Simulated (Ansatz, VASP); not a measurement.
## One calculation of SiGe, two programs

```
CELL_PARAMETERS angstrom
3.71922 0.00000 0.00000
-1.85961 3.22094 0.00000
0.00000 0.00000 7.37000
ATOMIC_POSITIONS crystal
Si 0.66667 0.33333 0.87455
Si 0.33333 0.66667 0.37455
Ge 0.66667 0.33333 0.50045
Ge 0.33333 0.66667 0.00045
```

Alike in both runs: task single point; functional PBEsol; k mesh 12 × 12 × 6; occupations gaussian, width 0.03 eV; no spin polarisation.

|  | VASP | Ansatz |
| --- | --- | --- |
| version | VASP 6.6.1 | Ansatz 0.2.0 |
| potentials or method | VASP PAW PBE potentials, release 64 (Si, Ge_d), cutoff 520 eV | scalar-relativistic, plane waves, PAW |
| valence electrons in the cell | 36 | 36 |

VASP gave:

```
gap on the k mesh at the Fermi level (eV)                     : none
pressure (GPa)                                                : 0.5
traceless stress, the component that is largest in VASP (GPa) : -15.44
rms of the force components (eV/Å)                            : 0.417
```

Task: Estimate Ansatz's values.

Result: gap on the k mesh at the Fermi level (eV): none; pressure (GPa): 0.5; traceless stress, the component that is largest in VASP (GPa): -15.39; rms of the force components (eV/Å): 0.420.

VASP's potentials were made for PBE, not for PBEsol, and Ansatz warns of the same on its side. Atom by atom the forces differ by 0.004 eV/Å (rms over components). A gap of «none» marks a metal or a gap that the smearing closes. The functional is the same, so the differences come from potentials, cutoffs and numerics.
